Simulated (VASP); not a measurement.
# SiGe4 in VASP: a series of runs

The runs below take SiGe4 through single point, with PBE.

Everything below comes from runs of VASP 6.6.1. Logs are shortened: lines on timing, memory, paths and dates and some standing lists are left out, and cuts for length are marked.

## (1) The cell of the first run

The cell holds a slab with vacuum, 5 atoms: a = 4.074 Å, b = 4.074 Å, c = 19.856 Å, α = 90.00°, β = 90.00°, γ = 90.00°.

## (2) Single point, PBE

Contents of INCAR:

```
SYSTEM = SiGe4
ALGO = Normal ; DIPOL = 0.5 0.5 0.354
EDIFF = 1E-6 ; ENCUT = 520
GGA = PE ; IDIPOL = 3
ISIF = 2 ; ISMEAR = 0
LASPH = .True. ; LCHARG = .True.
LDIPOL = .True. ; LELF = .True.
LREAL = .False. ; LVACPOTAV = .True.
LVHAR = .True. ; LWAVE = .False.
NBANDS = 38 ; NELM = 60
PREC = Accurate ; SIGMA = 0.1
```

Contents of KPOINTS:

```
k-points
0
Gamma
  7 7 1
  0 0 0
```

Contents of POSCAR:

```
SiGe4
1.0
    4.0740542171      0.0000000000      0.0000000000
    0.0000000000      4.0740542171      0.0000000000
    0.0000000000      0.0000000000     19.8557569412
Ge Si
4 1
Direct
    0.0000000000      0.5000000000      0.2014529092
    0.0000000000      0.0000000000      0.2739958843
    0.5000000000      0.0000000000      0.3493666172
    0.5000000000      0.5000000000      0.4208228861
    0.5000000000      0.7500000000      0.5247204776
```

Potentials or basis: VASP PAW PBE potentials, release 64 (Ge_d, Si).

The run is started by

```bash
cat potpaw_PBE.64/Ge_d/POTCAR potpaw_PBE.64/Si/POTCAR > POTCAR
mpirun -np 1 vasp_std > vasp.out
```

OUTCAR:

```text
SYSTEM = SiGe4
   EDIFF = 1E-6
   ENCUT = 520
   GGA = PE
   ISIF = 2
   ISMEAR = 0
   LASPH = .True.
   LREAL = .False.
   NELM = 60
   PREC = Accurate

 ion  position               nearest neighbor table
   1  0.000  0.500  0.201-   2 2.49   2 2.49
   2  0.000  0.000  0.274-   1 2.49   1 2.49   3 2.53   3 2.53
   3  0.500  0.000  0.349-   4 2.48   4 2.48   2 2.53   2 2.53
   4  0.500  0.500  0.421-   5 2.30   3 2.48   3 2.48
   5  0.500  0.750  0.525-   4 2.30

  LATTYP: Found a simple tetragonal cell.
 ALAT       =     4.0740542171
 C/A-ratio  =     4.8737095490

  Lattice vectors:

 A1 = (   4.0740542171,   0.0000000000,   0.0000000000)
 A2 = (   0.0000000000,   4.0740542171,   0.0000000000)
 A3 = (   0.0000000000,   0.0000000000,  19.8557569412)

Analysis of symmetry for initial positions (statically):
=====================================================================
 Subroutine PRICEL returns:
 Original cell was already a primitive cell.

 Routine SETGRP: Setting up the symmetry group for a
 simple tetragonal supercell.

 Subroutine GETGRP returns: Found  2 space group operations
 (whereof  2 operations were pure point group operations)
 out of a pool of 16 trial point group operations.

The static configuration has the point symmetry C_1h.

Analysis of symmetry for dynamics (positions and initial velocities):
=====================================================================
 Subroutine PRICEL returns:
 Original cell was already a primitive cell.

 Routine SETGRP: Setting up the symmetry group for a
 simple tetragonal supercell.

 Subroutine GETGRP returns: Found  2 space group operations
 (whereof  2 operations were pure point group operations)
 out of a pool of 16 trial point group operations.

The dynamic configuration has the point symmetry C_1h.

 Subroutine INISYM returns: Found  2 space group operations
 (whereof  2 operations are pure point group operations),
 and found     1 'primitive' translations

----------------------------------------------------------------------------------------

                                     Primitive cell

  volume of cell :     329.5642

  direct lattice vectors                    reciprocal lattice vectors
     4.074054217  0.000000000  0.000000000     0.245455742  0.000000000  0.000000000
[... 86 lines left out ...]
   NSW    =      0    number of steps for IOM
   IBRION =     -1    ionic relax: 0-MD 1-quasi-New 2-CG
   NFREE  =      0    steps in history (QN), initial steepest desc. (CG)
   ISIF   =      2    stress and relaxation
   ISYM   =      2    0-nonsym 1-usesym 2-fastsym
   POTIM  = 0.5000    time-step for ionic-motion
   TEBEG  =    0.0;   TEEND  =   0.0 temperature during run
   PSTRESS=    0.0 pullay stress
   NELECT =      60.0000    total number of electrons
   NUPDOWN=      -1.0000    fix difference up-down
   EMIN   =  10.00;   EMAX   =-10.00  energy-range for DOS
   EFERMI =   0.00;   METHOD = LEGACY
   ISMEAR =     0;   SIGMA  =   0.10  broadening in eV -4-tet -1-fermi 0-gaus
   EFERMI_NEDOS =   21; number of points for ismear=-14 and -15
   IALGO  =     38    algorithm
   IMIX   =      4    mixing-type and parameters
     AMIX     =   0.40;   BMIX     =  1.00
     AMIX_MAG =   1.60;   BMIX_MAG =  1.00
  volume/ion in A,a.u.               =      65.91       444.80
  Fermi-wavevector in a.u.,A,eV,Ry     =   0.927852  1.753385 11.713375  0.860909
  Thomas-Fermi vector in A             =   2.053966
   LORBIT       =      0    0 simple, 1 ext, 2 COOP (PROOUT), +10 PAW based schemes
   GGA     = PE    functional components
   LHFCALC =     F    Hartree Fock is set to
   AEXX    =    0.0000 exact exchange contribution
   IVDW    =     0    specifies the selected vdW correction
   LEPSILON=     F    determine dielectric tensor
   LRPA    =     F    only Hartree local field effects (RPA)
 non-spin polarized calculation
 Gauss-broadening in eV      SIGMA  =   0.10
  energy-cutoff  :      520.00
  volume of cell :      329.56
 maximum number of plane-waves:      8917
   NGX = 15   NGY = 15   NGZ = 73

 dipolmoment           0.000000      0.000000      0.060486 electrons x Angstroem

 number of electron      59.9999944 magnetization

 dipolmoment           0.000000      0.000000     -0.041188 electrons x Angstroem

 Free energy of the ion-electron system (eV)
  ---------------------------------------------------
  ext. energy  EPLUGINS =         0.00000000
  ---------------------------------------------------
  free energy    TOTEN  =       -19.11495125 eV

  energy without entropy =      -19.08850484  energy(sigma->0) =      -19.10172805

 E-fermi :  -1.5027     XC(G=0):  -4.4652

 val. band max:       -1.5046016548   @ k =   0.1429   0.1429   0.0000
 cond. band min:      -1.4925359251   @ k =   0.2857   0.2857   0.0000
 fundamental gap:      0.0120657297
 Fermi energy:        -1.5026959421

 k-point     1 :       0.0000    0.0000    0.0000
  band No.  band energies     occupation
      1     -26.0985      2.00000
      2     -26.0803      2.00000
      3     -26.0338      2.00000
      4     -26.0177      2.00000
      5     -26.0090      2.00000
      6     -25.9706      2.00000
[... 645 lines left out ...]
     37       2.9644      0.00000
     38       3.7257      0.00000

------------------------ aborting loop because EDIFF is reached ----------------------------------------

  FORCE on cell =-STRESS in cart. coord.  units (eV):
  Direction    XX          YY          ZZ          XY          YZ          ZX
  --------------------------------------------------------------------------------------
  -------------------------------------------------------------------------------------
  Total       -3.0659996     -1.0017304      0.5692110      0.0000000      0.0888804      0.0000000
  in kB      -14.9053653     -4.8699151      2.7672206      0.0000000      0.4320925      0.0000000
  external PRESSURE =      -5.6693533 kB  Pullay stress =       0.0000000 kB

 VOLUME and BASIS-vectors are now :
 -----------------------------------------------------------------------------
  energy-cutoff  :      520.00
  volume of cell :      329.56
      direct lattice vectors                 reciprocal lattice vectors
     4.074054217  0.000000000  0.000000000     0.245455742  0.000000000  0.000000000
     0.000000000  4.074054217  0.000000000     0.000000000  0.245455742  0.000000000
     0.000000000  0.000000000 19.855756941     0.000000000  0.000000000  0.050363227

 POSITION                                       TOTAL-FORCE (eV/Angst)
 -----------------------------------------------------------------------------------
      0.00000      2.03703      4.00000         0.000000     -0.074092     -0.230265
      0.00000      0.00000      5.44040         0.000000      0.111105      0.235533
      2.03703      0.00000      6.93694         0.000000      0.079193     -0.209818
      2.03703      2.03703      8.35576         0.000000     -0.214183      0.212497
      2.03703      3.05554     10.41872         0.000000      0.097977     -0.007948
 -----------------------------------------------------------------------------------
    total drift:                                0.000000     -0.000141      0.002544

  FREE ENERGIE OF THE ION-ELECTRON SYSTEM (eV)
  ---------------------------------------------------
  free  energy   TOTEN  =       -19.1149512483 eV

  energy  without entropy=      -19.0885048428  energy(sigma->0) =      -19.10172805

 vacuum level on the upper side and lower side of the slab         3.065         3.514
```

Wall time 3.5 min (1 thread of AMD EPYC 9R45 (Zen 5), shared host); peak memory 0.4 GiB.

Results:

```yaml
Free_energy: -19.1150 eV
Largest_force: 0.302 eV/Å
Band_gap_on_the_k_mesh: zero (band 30 reaches -0.97 eV, above the bottom of band 31 at -1.89 eV)
```

Forces on the atoms (eV/Å):
```
Ge   0.000 -0.074 -0.230
Ge   0.000  0.111  0.236
Ge   0.000  0.079 -0.210
Ge   0.000 -0.214  0.212
Si   0.000  0.098 -0.008
```

Levels at points of the mesh, in eV from the Fermi level:
| k point | band 27 | band 28 | band 29 | band 30 | band 31 | band 32 | band 33 | band 34 |
| --- | --- | --- | --- | --- | --- | --- | --- | --- |
| (0.00, 0.00, 0.00) | -1.64 | -0.72 | -0.11 | 0.44 | 0.72 | 1.66 | 1.93 | 1.97 |

## (3) Single point, PBE

Contents of INCAR:

```
SYSTEM = SiGe4
ALGO = Normal
DIPOL = 0.5 0.5 0.355
EDIFF = 1E-6
ENCUT = 520
GGA = PE
IDIPOL = 3
ISIF = 2
ISMEAR = 0
LASPH = .TRUE.
LCHARG = .FALSE.
LDIPOL = .TRUE.
LREAL = .FALSE.
LWAVE = .FALSE.
NBANDS = 38
NELM = 60
PREC = Accurate
SIGMA = 0.1
```

Contents of KPOINTS:

```
k-points
0
G
  7 7 1
  0 0 0
```

Edit POSCAR of step 2 so:

```diff
@@ -12,2 +12,2 @@
     0.5000000000      0.5000000000      0.4208228861
-    0.5000000000      0.7500000000      0.5247204776
+    0.7500000000      0.5000000000      0.5272879872
```

Potentials or basis: VASP PAW PBE potentials, release 64 (Ge_d, Si).

The run is started by

```bash
cat potpaw_PBE.64/Ge_d/POTCAR potpaw_PBE.64/Si/POTCAR > POTCAR
mpirun -np 1 vasp_std > vasp.out
```

Run time: 3.1 min. Hardware: 1 thread of AMD EPYC 9R45 (Zen 5), shared host; peak memory 0.42 GiB.

Results (log left out):

- Free energy: -19.2765 eV
- Largest force: 0.249 eV/Å
- Band gap on the k mesh: zero (band 30 reaches -0.70 eV, above the bottom of band 31 at -1.99 eV)

Forces on the atoms (eV/Å):
```
Ge   0.094  0.000 -0.157
Ge  -0.038  0.000  0.178
Ge  -0.216  0.000 -0.075
Ge  -0.088  0.000  0.066
Si   0.248  0.000 -0.012
```

Levels at points of the mesh, in eV from the Fermi level:
```csv
k point,band 26,band 27,band 28,band 29,band 30,band 31,band 32,band 33,band 34,band 35
"(0.00, 0.00, 0.00)",-1.77,-1.48,-0.46,-0.17,0.93,1.45,1.79,1.85,1.87,2.15
```

## (4) Single point, PBE

Contents of INCAR:

```
SYSTEM = SiGe4
ALGO = Normal ; DIPOL = 0.5 0.5 0.345
EDIFF = 1E-6 ; ENCUT = 520
GGA = PE ; IDIPOL = 3
ISIF = 2 ; ISMEAR = 0
LASPH = .TRUE. ; LCHARG = .FALSE.
LDIPOL = .TRUE. ; LREAL = .FALSE.
LWAVE = .FALSE. ; NBANDS = 38
NELM = 80 ; PREC = Accurate
SIGMA = 0.1
```

KPOINTS is that of step 3.

Edit POSCAR of step 3 so:

```diff
@@ -12,2 +12,2 @@
     0.5000000000      0.5000000000      0.4208228861
-    0.7500000000      0.5000000000      0.5272879872
+    0.7500000000      1.0000000000      0.4779316535
```

The run is started by

```bash
cat potpaw_PBE.64/Ge_d/POTCAR potpaw_PBE.64/Si/POTCAR > POTCAR
mpirun -np 1 vasp_std > vasp.out
```

Wall time 3 min (1 thread of AMD EPYC 9R45 (Zen 5), shared host); peak memory 0.42 GiB.

It converged, with:

| Property | Result |
| --- | --- |
| Free energy | -19.6049 eV |
| Largest force | 1.164 eV/Å |
| Band gap on the k mesh | zero (band 30 reaches -0.63 eV, above the bottom of band 31 at -1.89 eV) |

Forces on the atoms (eV/Å):
```
Ge  -0.093  0.000 -0.033
Ge  -0.054  0.000 -0.090
Ge   0.273  0.000 -1.003
Ge  -0.218  0.000  1.143
Si   0.092  0.000 -0.018
```

Levels at points of the mesh, in eV from the Fermi level:
```csv
k point,band 26,band 27,band 28,band 29,band 30,band 31,band 32,band 33,band 34,band 35
"(0.00, 0.00, 0.00)",-2.77,-1.96,-1.13,-0.49,0.40,0.61,0.94,1.57,1.95,2.30
```
